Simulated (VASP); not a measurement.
# Sr3BiAs (Pm-3m) in VASP: further runs

Runs on Sr3BiAs. Level: LDA. Tasks: single point.

Program: VASP 6.6.1. These are calculated values, not measurements. Logs are shortened: lines on timing, memory, paths and dates and some standing lists are left out, and cuts for length are marked.

## Step 1: The cell of the first run

The structure is cubic, space group Pm-3m (No. 221). Conventional cell: a = 5.880 Å, b = 5.880 Å, c = 5.880 Å, α = 90.00°, β = 90.00°, γ = 90.00°. Sr (site symmetry 4/mmm) has 2 As at 2.94 Å within 3.9 Å. Within 5.5 Å of Bi (site symmetry m-3m) lie 12 Sr at 4.16 Å and 8 As at 5.09 Å. Within 3.9 Å of As (site symmetry m-3m) lie 6 Sr at 2.94 Å.

## Step 2: Single point, LDA

File INCAR:

```
SYSTEM = Sr3BiAs
ALGO = Normal
EDIFF = 1E-7
ENCUT = 520
ISIF = 2
ISMEAR = 1
LASPH = .True.
LCHARG = .False.
LREAL = .False.
LWAVE = .False.
NBANDS = 33
NELM = 60
PREC = Accurate
SIGMA = 0.1
```

File KPOINTS:

```
k-points
0
Gamma
  2 2 2
  0 0 0
```

File POSCAR:

```
Sr3BiAs
1.0
    5.8800000000      0.0000000000      0.0000000000
    0.0000000000      5.8800000000      0.0000000000
    0.0000000000      0.0000000000      5.8800000000
Sr Bi As
3 1 1
Direct
    0.0000000000      0.5000000000      0.5000000000
    0.5000000000      0.0000000000      0.5000000000
    0.5000000000      0.5000000000      0.0000000000
    0.0000000000      0.0000000000      0.0000000000
    0.5000000000      0.5000000000      0.5000000000
```

Potentials or basis: VASP PAW LDA potentials, release 64 (Sr_sv, Bi_d, As).

On the command line:

```bash
cat potpaw_LDA.64/Sr_sv/POTCAR potpaw_LDA.64/Bi_d/POTCAR potpaw_LDA.64/As/POTCAR > POTCAR
mpirun -np 1 vasp_std > vasp.out
```

OUTCAR:

```text
SYSTEM = Sr3BiAs
   EDIFF = 1E-7
   ENCUT = 520
   ISIF = 2
   ISMEAR = 1
   LASPH = .True.
   LREAL = .False.
   NELM = 60
   PREC = Accurate

 ion  position               nearest neighbor table
   1  0.000  0.500  0.500-   5 2.94   5 2.94   4 4.16   2 4.16   3 4.16   4 4.16   2 4.16   4 4.16
                             4 4.16   2 4.16   3 4.16   3 4.16   3 4.16   2 4.16
   2  0.500  0.000  0.500-   5 2.94   5 2.94   4 4.16   1 4.16   3 4.16   4 4.16   1 4.16   3 4.16
                             3 4.16   3 4.16   1 4.16   4 4.16   4 4.16   1 4.16
   3  0.500  0.500  0.000-   5 2.94   5 2.94   4 4.16   1 4.16   1 4.16   2 4.16   2 4.16   2 4.16
                             4 4.16   2 4.16   1 4.16   4 4.16   1 4.16   4 4.16
   4  0.000  0.000  0.000-   1 4.16   2 4.16   3 4.16   1 4.16   2 4.16   1 4.16   3 4.16   1 4.16
                             2 4.16   3 4.16   2 4.16   3 4.16
   5  0.500  0.500  0.500-   1 2.94   2 2.94   3 2.94   3 2.94   2 2.94   1 2.94

  LATTYP: Found a simple cubic cell.
 ALAT       =     5.8800000000

  Lattice vectors:

 A1 = (   5.8800000000,   0.0000000000,   0.0000000000)
 A2 = (   0.0000000000,   5.8800000000,   0.0000000000)
 A3 = (   0.0000000000,   0.0000000000,   5.8800000000)

Analysis of symmetry for initial positions (statically):
=====================================================================
 Subroutine PRICEL returns:
 Original cell was already a primitive cell.

 Routine SETGRP: Setting up the symmetry group for a
 simple cubic supercell.

 Subroutine GETGRP returns: Found 48 space group operations
 (whereof 48 operations were pure point group operations)
 out of a pool of 48 trial point group operations.

The static configuration has the point symmetry O_h .

Analysis of symmetry for dynamics (positions and initial velocities):
=====================================================================
 Subroutine PRICEL returns:
 Original cell was already a primitive cell.

 Routine SETGRP: Setting up the symmetry group for a
 simple cubic supercell.

 Subroutine GETGRP returns: Found 48 space group operations
 (whereof 48 operations were pure point group operations)
 out of a pool of 48 trial point group operations.

The dynamic configuration has the point symmetry O_h .

 Subroutine INISYM returns: Found 48 space group operations
 (whereof 48 operations are pure point group operations),
 and found     1 'primitive' translations

----------------------------------------------------------------------------------------

                                     Primitive cell

  volume of cell :     203.2975

  direct lattice vectors                    reciprocal lattice vectors
     5.880000000  0.000000000  0.000000000     0.170068027  0.000000000  0.000000000
     0.000000000  5.880000000  0.000000000     0.000000000  0.170068027  0.000000000
     0.000000000  0.000000000  5.880000000     0.000000000  0.000000000  0.170068027

  length of vectors
     5.880000000  5.880000000  5.880000000     0.170068027  0.170068027  0.170068027

  position of ions in fractional coordinates (direct lattice)
     0.000000000  0.500000000  0.500000000
     0.500000000  0.000000000  0.500000000
     0.500000000  0.500000000  0.000000000
     0.000000000  0.000000000  0.000000000
     0.500000000  0.500000000  0.500000000

  ion indices of the primitive-cell ions
   primitive index   ion index
                 1           1
                 2           2
                 3           3
                 4           4
                 5           5

----------------------------------------------------------------------------------------

 KPOINTS: k-points

Automatic generation of k-mesh.
 Grid dimensions read from file:
 generate k-points for:    2    2    2

 Generating k-lattice:

  Cartesian coordinates                     Fractional coordinates (reciprocal lattice)
     0.085034014  0.000000000  0.000000000     0.500000000  0.000000000  0.000000000
     0.000000000  0.085034014  0.000000000     0.000000000  0.500000000  0.000000000
     0.000000000  0.000000000  0.085034014     0.000000000  0.000000000  0.500000000

  Length of vectors
     0.085034014  0.085034014  0.085034014

  Shift w.r.t. Gamma in fractional coordinates (k-lattice)
     0.000000000  0.000000000  0.000000000

 Subroutine IBZKPT returns following result:
 ===========================================

 Found      4 irreducible k-points:

 Following reciprocal coordinates:
            Coordinates               Weight
  0.000000  0.000000  0.000000      1.000000
  0.500000  0.000000  0.000000      3.000000
  0.500000  0.500000  0.000000      3.000000
  0.500000  0.500000  0.500000      1.000000
   k-points           NKPTS =      4   k-points in BZ     NKDIM =      4   number of bands    NBANDS=     33
   number of dos      NEDOS =    301   number of ions     NIONS =      5
   total plane-waves  NPLWV = 110592
   dimension x,y,z NGX =    48 NGY =   48 NGZ =   48
   dimension x,y,z NGXF=    96 NGYF=   96 NGZF=   96
   ions per type =               3   1   1
   NGX,Y,Z   is equivalent  to a cutoff of  13.57, 13.57, 13.57 a.u.
   NGXF,Y,Z  is equivalent  to a cutoff of  27.14, 27.14, 27.14 a.u.
 SYSTEM =  Sr3BiAs
   PREC   = accura    normal or accurate (medium, high low for compatibility)
   ISTART =      0    job   : 0-new  1-cont  2-samecut
   ICHARG =      2    charge: 1-file 2-atom 10-const
   ISPIN  =      1    spin polarized calculation?
   LNONCOLLINEAR =      F non collinear calculations
   LSORBIT =      F    spin-orbit coupling
   LASPH  =      T    aspherical Exc in radial PAW
   ENCUT  =  520.0 eV  38.22 Ry    6.18 a.u.  10.93 10.93 10.93*2*pi/ulx,y,z
   NELM   =     60;   NELMIN=  2; NELMDL= -5     # of ELM steps
   EDIFF  = 0.1E-06   stopping-criterion for ELM
   LREAL  =      F    real-space projection
   EDIFFG = 0.1E-05   stopping-criterion for IOM
   NSW    =      0    number of steps for IOM
   IBRION =     -1    ionic relax: 0-MD 1-quasi-New 2-CG
   NFREE  =      0    steps in history (QN), initial steepest desc. (CG)
   ISIF   =      2    stress and relaxation
   ISYM   =      2    0-nonsym 1-usesym 2-fastsym
   POTIM  = 0.5000    time-step for ionic-motion
   TEBEG  =    0.0;   TEEND  =   0.0 temperature during run
   PSTRESS=    0.0 pullay stress
   NELECT =      50.0000    total number of electrons
   NUPDOWN=      -1.0000    fix difference up-down
   EMIN   =  10.00;   EMAX   =-10.00  energy-range for DOS
   EFERMI =   0.00;   METHOD = LEGACY
   ISMEAR =     1;   SIGMA  =   0.10  broadening in eV -4-tet -1-fermi 0-gaus
   EFERMI_NEDOS =   21; number of points for ismear=-14 and -15
   IALGO  =     38    algorithm
   IMIX   =      4    mixing-type and parameters
     AMIX     =   0.40;   BMIX     =  1.00
     AMIX_MAG =   1.60;   BMIX_MAG =  1.00
  volume/ion in A,a.u.               =      40.66       274.38
  Fermi-wavevector in a.u.,A,eV,Ry     =   1.025701  1.938294 14.314184  1.052063
  Thomas-Fermi vector in A             =   2.159555
   LORBIT       =      0    0 simple, 1 ext, 2 COOP (PROOUT), +10 PAW based schemes
   GGA     = CA    functional components
   LHFCALC =     F    Hartree Fock is set to
   AEXX    =    0.0000 exact exchange contribution
   IVDW    =     0    specifies the selected vdW correction
   LEPSILON=     F    determine dielectric tensor
   LRPA    =     F    only Hartree local field effects (RPA)
 non-spin polarized calculation
 Methfessel and Paxton  Order N= 1 SIGMA  =   0.10
  energy-cutoff  :      520.00
  volume of cell :      203.30
 maximum number of plane-waves:      5520
 NGX is ok and might be reduce to    48
   NGX = 21   NGY = 21   NGZ = 21

 number of electron      49.9999992 magnetization

 Free energy of the ion-electron system (eV)
  ---------------------------------------------------
  ext. energy  EPLUGINS =         0.00000000
  ---------------------------------------------------
  free energy    TOTEN  =       -19.45645645 eV

  energy without entropy =      -19.44712248  energy(sigma->0) =      -19.45334512

 E-fermi :   2.3663     XC(G=0):  -8.3645

 val. band max:        2.3461207244   @ k =   0.0000   0.0000   0.0000
 cond. band min:       2.8606272233   @ k =   0.0000   0.0000   0.0000
 fundamental gap:      0.5145064989
 Fermi energy:         2.3662608724

 k-point     1 :       0.0000    0.0000    0.0000
  band No.  band energies     occupation
      1     -33.4128      2.00000
      2     -33.3891      2.00000
      3     -33.3891      2.00000
      4     -19.1890      2.00000
      5     -19.1890      2.00000
      6     -19.1890      2.00000
[... 25 lines left out ...]
     32       5.9229      0.00000
     33       5.9248      0.00000

 k-point     2 :       0.5000    0.0000    0.0000
  band No.  band energies     occupation
      1     -33.4049      2.00000
      2     -33.3970      2.00000
      3     -33.3891      2.00000
      4     -19.1893      2.00000
      5     -19.1893      2.00000
      6     -19.1891      2.00000
[... 25 lines left out ...]
     32       5.1752      0.00000
     33       5.3709      0.00000

 k-point     3 :       0.5000    0.5000    0.0000
  band No.  band energies     occupation
      1     -33.3970      2.00000
      2     -33.3970      2.00000
      3     -33.3970      2.00000
      4     -19.1893      2.00000
      5     -19.1893      2.00000
      6     -19.1891      2.00000
[... 25 lines left out ...]
     32       5.6290      0.00000
     33       5.7931      0.00000

 k-point     4 :       0.5000    0.5000    0.5000
  band No.  band energies     occupation
      1     -33.3970      2.00000
      2     -33.3970      2.00000
      3     -33.3970      2.00000
      4     -19.1891      2.00000
      5     -19.1891      2.00000
      6     -19.1891      2.00000
[... 25 lines left out ...]
     32       5.0637      0.00000
     33       6.4394      0.00000

------------------------ aborting loop because EDIFF is reached ----------------------------------------

  FORCE on cell =-STRESS in cart. coord.  units (eV):
  Direction    XX          YY          ZZ          XY          YZ          ZX
  --------------------------------------------------------------------------------------
  -------------------------------------------------------------------------------------
  Total       -1.8636186     -1.8636186     -1.8636186     -0.0000000      0.0000000     -0.0000000
  in kB      -14.6870861    -14.6870861    -14.6870861     -0.0000000      0.0000000     -0.0000000
  external PRESSURE =     -14.6870861 kB  Pullay stress =       0.0000000 kB

 VOLUME and BASIS-vectors are now :
 -----------------------------------------------------------------------------
  energy-cutoff  :      520.00
  volume of cell :      203.30
      direct lattice vectors                 reciprocal lattice vectors
     5.880000000  0.000000000  0.000000000     0.170068027  0.000000000  0.000000000
     0.000000000  5.880000000  0.000000000     0.000000000  0.170068027  0.000000000
     0.000000000  0.000000000  5.880000000     0.000000000  0.000000000  0.170068027

 POSITION                                       TOTAL-FORCE (eV/Angst)
 -----------------------------------------------------------------------------------
      0.00000      2.94000      2.94000         0.000000      0.000000      0.000000
      2.94000      0.00000      2.94000         0.000000      0.000000      0.000000
      2.94000      2.94000      0.00000         0.000000      0.000000      0.000000
      0.00000      0.00000      0.00000         0.000000      0.000000      0.000000
      2.94000      2.94000      2.94000         0.000000      0.000000      0.000000
 -----------------------------------------------------------------------------------
    total drift:                                0.000000      0.000000     -0.000000

  FREE ENERGIE OF THE ION-ELECTRON SYSTEM (eV)
  ---------------------------------------------------
  free  energy   TOTEN  =       -19.4564564498 eV

  energy  without entropy=      -19.4471224752  energy(sigma->0) =      -19.45334512
```

Run time: 15 s. Hardware: 1 thread of Intel Xeon 6975P-C (Granite Rapids), shared host; peak memory 0.25 GiB.

Results:

```
Free energy            : -19.4565 eV
Pressure               : -1.5 GPa
Band gap on the k mesh : zero (filled and empty bands touch)
```

Levels at points of the mesh, in eV from the Fermi level:
```tsv
k point	band 22	band 23	band 24	band 25	band 26	band 27	band 28	band 29
(0.00, 0.00, 0.00)	-1.33	-0.45	-0.02	-0.02	-0.02	0.49	0.49	0.89
(0.50, 0.00, 0.00)	-1.35	-1.35	-0.79	-0.79	0.99	1.18	1.45	2.41
(0.50, 0.50, 0.00)	-1.58	-1.16	-1.16	-0.83	1.37	1.72	1.77	1.77
(0.50, 0.50, 0.50)	-2.96	-1.20	-1.20	-1.20	1.69	1.69	1.69	1.98
```

Caveat: the k points lie up to 0.53 Å⁻¹ apart; spin-orbit coupling is left out, which moves the levels of the heavy elements.

## Step 3: Single point, LDA

File INCAR:

```
PREC = Accurate
ENCUT = 520
EDIFF = 1E-6
ISMEAR = 1
SIGMA = 0.1
LREAL = F
LASPH = T
NELM = 100
ALGO = Normal
ISIF = 2
LWAVE = F
LCHARG = T
LELF = T
LVHAR = T
NBANDS = 33
```

File KPOINTS:

```
Automatic mesh
0
Gamma
  3 3 3
```

POSCAR is that of step 2.

Potentials or basis: VASP PAW LDA potentials, release 64 (Sr_sv, Bi_d, As).

On the command line:

```bash
cat potpaw_LDA.64/Sr_sv/POTCAR potpaw_LDA.64/Bi_d/POTCAR potpaw_LDA.64/As/POTCAR > POTCAR
mpirun -np 1 vasp_std > vasp.out
```

Run time: 15 s. Hardware: 1 thread of Intel Xeon 6975P-C (Granite Rapids), shared host; peak memory 0.26 GiB.

Results (log left out):

- Free energy: -19.9814 eV
- Pressure: -2.2 GPa
- Band gap on the k mesh: zero (filled and empty bands touch)

Levels at points of the mesh, in eV from the Fermi level:
| k point | band 23 | band 24 | band 25 | band 26 | band 27 | band 28 |
| --- | --- | --- | --- | --- | --- | --- |
| (0.00, 0.00, 0.00) | -0.42 | -0.02 | -0.02 | -0.02 | 0.53 | 0.53 |

Caveat: spin-orbit coupling is left out, which moves the levels of the heavy elements.

## Step 4: Single point, LDA

File INCAR:

```
PREC = Accurate
ENCUT = 520
EDIFF = 1E-6
ISMEAR = 1
SIGMA = 0.1
LREAL = False
LASPH = True
NELM = 80
ALGO = Normal
ISIF = 2
LWAVE = False
LCHARG = False
GGA = CA
NBANDS = 33
```

File KPOINTS:

```
Automatic mesh
0
Gamma
  4 4 4
```

POSCAR is that of step 3.

On the command line:

```bash
cat potpaw_LDA.64/Sr_sv/POTCAR potpaw_LDA.64/Bi_d/POTCAR potpaw_LDA.64/As/POTCAR > POTCAR
mpirun -np 1 vasp_std > vasp.out
```

Run time: 30 s. Hardware: 1 thread of Intel Xeon 6975P-C (Granite Rapids), shared host; peak memory 0.29 GiB.

It converged, with:

```yaml
Free_energy: -20.0310 eV
Pressure: -2.2 GPa
Band_gap_on_the_k_mesh: zero (filled and empty bands touch)
```

Levels at points of the mesh, in eV from the Fermi level:
| k point | band 23 | band 24 | band 25 | band 26 | band 27 | band 28 |
| --- | --- | --- | --- | --- | --- | --- |
| (0.00, 0.00, 0.00) | -0.42 | -0.02 | -0.02 | -0.02 | 0.54 | 0.54 |
| (0.50, 0.00, 0.00) | -1.29 | -0.80 | -0.80 | 1.03 | 1.24 | 1.49 |
| (0.50, 0.50, 0.00) | -1.14 | -1.14 | -0.84 | 1.41 | 1.76 | 1.83 |
| (0.50, 0.50, 0.50) | -1.20 | -1.20 | -1.20 | 1.74 | 1.74 | 1.74 |

Caveat: spin-orbit coupling is left out, which moves the levels of the heavy elements.

## Step 5: Single point, LDA

File INCAR:

```
ALGO = Normal
EDIFF = 1E-7
ENCUT = 520
GGA = CA
ISIF = 2
ISMEAR = 1
LASPH = True
LCHARG = False
LREAL = False
LWAVE = False
NBANDS = 33
NELM = 80
PREC = Accurate
SIGMA = 0.1
```

File KPOINTS:

```
k-points
0
Gamma
  5 5 5
```

POSCAR is that of step 4.

On the command line:

```bash
cat potpaw_LDA.64/Sr_sv/POTCAR potpaw_LDA.64/Bi_d/POTCAR potpaw_LDA.64/As/POTCAR > POTCAR
mpirun -np 1 vasp_std > vasp.out
```

Run time: 32 s. Hardware: 1 thread of Intel Xeon 6975P-C (Granite Rapids), shared host; peak memory 0.29 GiB.

It converged, with:

```
Free energy            : -20.0398 eV
Pressure               : -2.3 GPa
Band gap on the k mesh : zero (filled and empty bands touch)
```

Levels at points of the mesh, in eV from the Fermi level:
| k point | band 22 | band 23 | band 24 | band 25 | band 26 | band 27 | band 28 | band 29 |
| --- | --- | --- | --- | --- | --- | --- | --- | --- |
| (0.00, 0.00, 0.00) | -1.29 | -0.42 | -0.02 | -0.02 | -0.02 | 0.54 | 0.54 | 0.96 |

Caveat: spin-orbit coupling is left out, which moves the levels of the heavy elements.

## Step 6: Summary

```csv
k mesh,gap on the mesh (eV),pressure (GPa)
2 × 2 × 2,none,-1.5
3 × 3 × 3,none,-2.2
4 × 4 × 4,none,-2.2
5 × 5 × 5,none,-2.3
```

Alike in all rows: task single point; level LDA; potentials or basis VASP PAW LDA potentials, release 64 (Sr_sv, Bi_d, As); no spin polarisation; cell as given; cutoff (eV) 520; smearing methfessel-paxton 0.1 eV.

Caveats: some runs use coarse meshes; spin-orbit coupling is left out, which moves the levels of the heavy elements.

Total energies depend on the potentials used, so only differences within one code and one set of settings carry meaning.
